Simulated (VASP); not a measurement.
Here is a VASP 6.6.1 calculation.

File INCAR:

```
PREC     = Accurate       # precision mode
ENCUT    = 520            # plane-wave cutoff, eV
EDIFF    = 1E-6           # SCF threshold, eV
ISMEAR   = 0              # smearing method
SIGMA    = 0.01           # smearing width, eV
LREAL    = F              # projectors in reciprocal space
LASPH    = T              # aspherical terms in the spheres
NELM     = 60             # most SCF steps
ALGO     = Normal         # electronic algorithm
ISIF     = 2              # what is computed and relaxed
LWAVE    = F              # write WAVECAR
LCHARG   = F              # write CHGCAR
GGA      = PE             # functional
NBANDS   = 22             # bands
```

Contents of KPOINTS:

```
regular mesh
0
Gamma
  10 10 4
```

The input POSCAR:

```
F
1.0
    2.4590921175     -1.6304692536      0.1027408307
    2.4590921175      1.6304692536      0.1027408307
   -0.2949039905      0.0000000000      6.4767650064
F
4
Direct
    0.5962738738      0.9035540097      0.5965944060
    0.0964459903      0.4037261262      0.9034055940
    0.4037261262      0.0964459903      0.4034055940
    0.9035540097      0.5962738738      0.0965944060
```

Potentials or basis: VASP PAW PBE potentials, release 64 (F).

The run is started by

```console
$ cat potpaw_PBE.64/F/POTCAR > POTCAR
$ mpirun -np 1 vasp_std > vasp.out
```

Task: Predict the band gap on the k mesh.

Result: 2.92 eV.

Task: Estimate the largest force.

Result: 1.002 eV/Å.

Stress tensor (GPa, compression positive):
```
 2.52  0.00 -0.28
 0.00  4.00  0.00
-0.28  0.00  8.79
```

Caveat: the stress differs along the axes, from 3 to 9 GPa; this functional lacks dispersion, which holds the molecules together, so the pressure and a relaxed volume are unreliable; forces of over 1 eV/Å act on the atoms, so gaps and moduli don't describe the material at rest. A k mesh can miss the band edges.
